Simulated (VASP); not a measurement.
Here is a VASP 6.6.1 calculation.

Contents of POSCAR:

```
BN
1.0
    2.5439499996      0.0000000000      0.0000000000
   -1.2719749998      2.2031253256      0.0000000000
    0.0000000000      0.0000000000      4.0395027278
B N
2 2
Direct
    0.3333333333      0.6666666667     -0.0003699905
    0.6666666667      0.3333333333      0.4996300095
    0.3333333333      0.6666666667      0.3753699905
    0.6666666667      0.3333333333      0.8753699905
```

File INCAR.step1:

```
ALGO = Normal
EDIFF = 1E-5
ENCUT = 520
GGA = PE
ISIF = 2
ISMEAR = 0
LASPH = T
LCHARG = F
LREAL = F
LWAVE = T
NBANDS = 16
NELM = 100
PREC = Accurate
SIGMA = 0.01
```

Contents of INCAR.step2:

```
ALGO = Normal
EDIFF = 1E-6
ENCUT = 520
GGA = PE
HFSCREEN = 0.2079
ISIF = 2
ISMEAR = 0
ISTART = 1
LASPH = T
LCHARG = F
LHFCALC = T
LREAL = F
LWAVE = F
NBANDS = 16
NELM = 100
PREC = Accurate
PRECFOCK = Normal
SIGMA = 0.01
```

The input KPOINTS:

```
k-points
0
Gamma
  9 9 4
```

Potentials or basis: VASP PAW PBE potentials, release 64 (B, N).

The run is started by

```sh
$ cat potpaw_PBE.64/B/POTCAR potpaw_PBE.64/N/POTCAR > POTCAR
$ cp INCAR.step1 INCAR
$ mpirun -np 1 vasp_std > vasp.out
$ cp INCAR.step2 INCAR
$ mpirun -np 1 vasp_std > vasp.out
```

Question: Predict the largest force.

Answer: 0.056 eV/Å.

Question: Estimate the band gap on the k mesh.

Answer: 6.67 eV (least direct gap 9.85 eV).

Stress tensor (GPa, compression positive):
```
-0.95  0.00  0.00
 0.00 -0.95  0.00
 0.00  0.00 44.71
```

Caveat: the cell differs from its parent crystal (uniaxial z strain -4.0%); the stress differs along the axes, from -1 to 45 GPa; the structure was generated, so it needn't be the stable form of BN; the PAW data sets were made with another functional, which shifts forces and pressure a little. A k mesh can miss the band edges.
